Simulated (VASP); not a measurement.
# Zn2Se3 (R-3m) in VASP: single point with PBE

Aim: the single point of Zn2Se3 with PBE.

All numbers are computed with VASP 6.6.1; they aren't measurements. Logs are shortened: lines on timing, memory, paths and dates and some standing lists are left out, and cuts for length are marked.

### Step 1. The cell of the first run

It takes space group R-3m (No. 166, trigonal). The conventional cell has a = 3.776 Å, b = 3.776 Å, c = 26.253 Å, α = 90.00°, β = 90.00°, γ = 120.00°. Zn (site symmetry 3m) has 6 Se at 2.65 to 2.80 Å within 3.5 Å. Within 3.7 Å of Se (site symmetry -3m) lie 6 Zn at 2.80 Å. Se (site symmetry 3m) has 3 Zn at 2.65 Å and 3 Se at 3.13 Å within 3.5 Å.

### Step 2. Single point, PBE

Contents of INCAR:

```
SYSTEM = Zn2Se3
PREC     = Accurate       ! precision mode
ENCUT    = 520            ! plane-wave cutoff, eV
EDIFF    = 1E-6           ! SCF threshold, eV
ISMEAR   = 0              ! smearing method
SIGMA    = 0.1            ! smearing width, eV
LREAL    = .FALSE.        ! projectors in reciprocal space
LASPH    = .TRUE.         ! aspherical terms in the spheres
NELM     = 100            ! most SCF steps
ALGO     = Normal         ! electronic algorithm
ISIF     = 2              ! what is computed and relaxed
LWAVE    = .FALSE.        ! write WAVECAR
LCHARG   = .TRUE.         ! write CHGCAR
GGA      = PE             ! functional
LELF     = .TRUE.         ! ELF
LVHAR    = .TRUE.       
NBANDS   = 29             ! bands
```

Contents of KPOINTS:

```
Automatic mesh
0
G
  6 6 6
  0 0 0
```

Contents of POSCAR:

```
Zn2Se3
1.0
    1.8878279632      1.0899379827      8.7510402206
   -1.8878279632      1.0899379827      8.7510402206
    0.0000000000     -2.1798759654      8.7510402206
Zn Se
2 3
Direct
    0.4000000000      0.4000000000      0.4000000000
    0.6000000000      0.6000000000      0.6000000000
    0.0000000000      0.0000000000      0.0000000000
    0.2095000000      0.2095000000      0.2095000000
    0.7905000000      0.7905000000      0.7905000000
```

Potentials or basis: VASP PAW PBE potentials, release 64 (Zn, Se).

Started as:

```console
$ cat potpaw_PBE.64/Zn/POTCAR potpaw_PBE.64/Se/POTCAR > POTCAR
$ mpirun -np 1 vasp_std > vasp.out
```

OUTCAR:

```text
SYSTEM = Zn2Se3
   PREC = Accurate
   ENCUT = 520
   EDIFF = 1E-6
   ISMEAR = 0
   LREAL = .FALSE.
   LASPH = .TRUE.
   NELM = 100
   ISIF = 2
   GGA = PE

 ion  position               nearest neighbor table
   1  0.400  0.400  0.400-   5 2.65   5 2.65   5 2.65   3 2.80   3 2.80   3 2.80
   2  0.600  0.600  0.600-   4 2.65   4 2.65   4 2.65   3 2.80   3 2.80   3 2.80
   3  0.000  0.000  0.000-   2 2.80   1 2.80   2 2.80   2 2.80   1 2.80   1 2.80
   4  0.209  0.209  0.209-   2 2.65   2 2.65   2 2.65
   5  0.791  0.791  0.791-   1 2.65   1 2.65   1 2.65

  LATTYP: Found a trigonal (rhomboedric) cell.
 ALAT       =     9.0184568618
 COS(alpha) =     0.9123624232

  Lattice vectors:

 A1 = (   1.8878279632,   1.0899379827,   8.7510402206)
 A2 = (  -1.8878279632,   1.0899379827,   8.7510402206)
 A3 = (   0.0000000000,  -2.1798759654,   8.7510402206)

Analysis of symmetry for initial positions (statically):
=====================================================================
 Subroutine PRICEL returns:
 Original cell was already a primitive cell.

 Routine SETGRP: Setting up the symmetry group for a
 trigonal (rhombohedral) supercell.

 Subroutine GETGRP returns: Found 12 space group operations
 (whereof 12 operations were pure point group operations)
 out of a pool of 12 trial point group operations.

The static configuration has the point symmetry D_3d.

Analysis of symmetry for dynamics (positions and initial velocities):
=====================================================================
 Subroutine PRICEL returns:
 Original cell was already a primitive cell.

 Routine SETGRP: Setting up the symmetry group for a
 trigonal (rhombohedral) supercell.

 Subroutine GETGRP returns: Found 12 space group operations
 (whereof 12 operations were pure point group operations)
 out of a pool of 12 trial point group operations.

The dynamic configuration has the point symmetry D_3d.

 Subroutine INISYM returns: Found 12 space group operations
 (whereof 12 operations are pure point group operations),
 and found     1 'primitive' translations

----------------------------------------------------------------------------------------

                                     Primitive cell

  volume of cell :     108.0377
[... 87 lines left out ...]
   ISTART =      0    job   : 0-new  1-cont  2-samecut
   ICHARG =      2    charge: 1-file 2-atom 10-const
   ISPIN  =      1    spin polarized calculation?
   LNONCOLLINEAR =      F non collinear calculations
   LSORBIT =      F    spin-orbit coupling
   LASPH  =      T    aspherical Exc in radial PAW
   ENCUT  =  520.0 eV  38.22 Ry    6.18 a.u.  16.77 16.77 16.77*2*pi/ulx,y,z
   NELM   =    100;   NELMIN=  2; NELMDL= -5     # of ELM steps
   EDIFF  = 0.1E-05   stopping-criterion for ELM
   LREAL  =      F    real-space projection
   EDIFFG = 0.1E-04   stopping-criterion for IOM
   NSW    =      0    number of steps for IOM
   IBRION =     -1    ionic relax: 0-MD 1-quasi-New 2-CG
   NFREE  =      0    steps in history (QN), initial steepest desc. (CG)
   ISIF   =      2    stress and relaxation
   ISYM   =      2    0-nonsym 1-usesym 2-fastsym
   POTIM  = 0.5000    time-step for ionic-motion
   TEBEG  =    0.0;   TEEND  =   0.0 temperature during run
   PSTRESS=    0.0 pullay stress
   NELECT =      42.0000    total number of electrons
   NUPDOWN=      -1.0000    fix difference up-down
   EMIN   =  10.00;   EMAX   =-10.00  energy-range for DOS
   EFERMI =   0.00;   METHOD = LEGACY
   ISMEAR =     0;   SIGMA  =   0.10  broadening in eV -4-tet -1-fermi 0-gaus
   EFERMI_NEDOS =   21; number of points for ismear=-14 and -15
   IALGO  =     38    algorithm
   IMIX   =      4    mixing-type and parameters
     AMIX     =   0.40;   BMIX     =  1.00
     AMIX_MAG =   1.60;   BMIX_MAG =  1.00
  volume/ion in A,a.u.               =      21.61       145.81
  Fermi-wavevector in a.u.,A,eV,Ry     =   1.194812  2.257867 19.423345  1.427576
  Thomas-Fermi vector in A             =   2.330793
   LORBIT       =      0    0 simple, 1 ext, 2 COOP (PROOUT), +10 PAW based schemes
   GGA     = PE    functional components
   LHFCALC =     F    Hartree Fock is set to
   AEXX    =    0.0000 exact exchange contribution
   IVDW    =     0    specifies the selected vdW correction
   LEPSILON=     F    determine dielectric tensor
   LRPA    =     F    only Hartree local field effects (RPA)
 non-spin polarized calculation
 Gauss-broadening in eV      SIGMA  =   0.10
  energy-cutoff  :      520.00
  volume of cell :      108.04
 maximum number of plane-waves:      2924
 NGX is ok and might be reduce to    70
   NGX = 33   NGY = 33   NGZ = 33

 number of electron      42.0000015 magnetization

 Free energy of the ion-electron system (eV)
  ---------------------------------------------------
  ext. energy  EPLUGINS =         0.00000000
  ---------------------------------------------------
  free energy    TOTEN  =       -13.52526790 eV

  energy without entropy =      -13.50773777  energy(sigma->0) =      -13.51650283

 E-fermi :   2.5155     XC(G=0):  -9.9514

 val. band max:        2.5063936997   @ k =   0.3333   0.3333   0.3333
 cond. band min:       2.5231497563   @ k =   0.5000   0.5000   0.5000
 fundamental gap:      0.0167560566
 Fermi energy:         2.5154766458

 k-point     1 :       0.0000    0.0000    0.0000
  band No.  band energies     occupation
      1     -11.1567      2.00000
      2     -10.1918      2.00000
      3      -9.6988      2.00000
      4      -4.0750      2.00000
      5      -4.0750      2.00000
      6      -4.0210      2.00000
[... 757 lines left out ...]
     28       9.4500      0.00000
     29      10.0383      0.00000

 [... further k-points ...]
[... 5 lines left out ...]
  --------------------------------------------------------------------------------------
  -------------------------------------------------------------------------------------
  Total       -1.7915131     -1.7915131     -4.9286746      0.0000000      0.0000000      0.0000000
  in kB      -26.5677898    -26.5677898    -73.0912855      0.0000000      0.0000000      0.0000000
  external PRESSURE =     -42.0756217 kB  Pullay stress =       0.0000000 kB

 VOLUME and BASIS-vectors are now :
 -----------------------------------------------------------------------------
  energy-cutoff  :      520.00
  volume of cell :      108.04
      direct lattice vectors                 reciprocal lattice vectors
     1.887827963  1.089937983  8.751040221     0.264854642  0.152913899  0.038090710
    -1.887827963  1.089937983  8.751040221    -0.264854642  0.152913899  0.038090710
     0.000000000 -2.179875965  8.751040221     0.000000000 -0.305827798  0.038090710

 POSITION                                       TOTAL-FORCE (eV/Angst)
 -----------------------------------------------------------------------------------
      0.00000      0.00000     10.50125         0.000000     -0.000000      0.111060
      0.00000      0.00000     15.75187         0.000000     -0.000000     -0.111060
      0.00000      0.00000      0.00000         0.000000     -0.000000      0.000000
      0.00000      0.00000      5.50003         0.000000     -0.000000      0.409924
      0.00000      0.00000     20.75309         0.000000      0.000000     -0.409924
 -----------------------------------------------------------------------------------
    total drift:                                0.000000     -0.000000      0.000000

  FREE ENERGIE OF THE ION-ELECTRON SYSTEM (eV)
  ---------------------------------------------------
  free  energy   TOTEN  =       -13.5252678969 eV

  energy  without entropy=      -13.5077377681  energy(sigma->0) =      -13.51650283
```

Wall time 8.4 min (1 thread of Intel Xeon Platinum 8488C (Sapphire Rapids), shared host); peak memory 0.67 GiB.

What came out:

* Free energy: -13.5253 eV
* Pressure: -4.2 GPa
* Largest force: 0.410 eV/Å
* Band gap on the k mesh: zero (band 21 reaches 2.99 eV, above the bottom of band 22 at 2.10 eV)

Forces on the atoms (eV/Å):
```
Zn   0.000  0.000  0.111
Zn   0.000  0.000 -0.111
Se   0.000  0.000  0.000
Se   0.000  0.000  0.410
Se   0.000  0.000 -0.410
```

Stress tensor (GPa, compression positive):
```
-2.66  0.00  0.00
 0.00 -2.66  0.00
 0.00  0.00 -7.31
```

Levels at points of the mesh, in eV from the Fermi level:
| k point | band 18 | band 19 | band 20 | band 21 | band 22 | band 23 | band 24 | band 25 |
| --- | --- | --- | --- | --- | --- | --- | --- | --- |
| (0.00, 0.00, 0.00) | -0.05 | -0.05 | 0.34 | 0.44 | 0.44 | 1.95 | 4.45 | 5.04 |
| (0.50, 0.00, 0.00) | -1.75 | -1.66 | -1.46 | -0.64 | 0.34 | 0.87 | 4.15 | 4.67 |
| (0.50, 0.50, 0.00) | -2.01 | -2.01 | -0.57 | -0.31 | -0.17 | 1.65 | 3.69 | 4.45 |
| (0.50, 0.50, 0.50) | -0.43 | 0.01 | 0.01 | 0.38 | 0.38 | 3.23 | 3.96 | 4.87 |
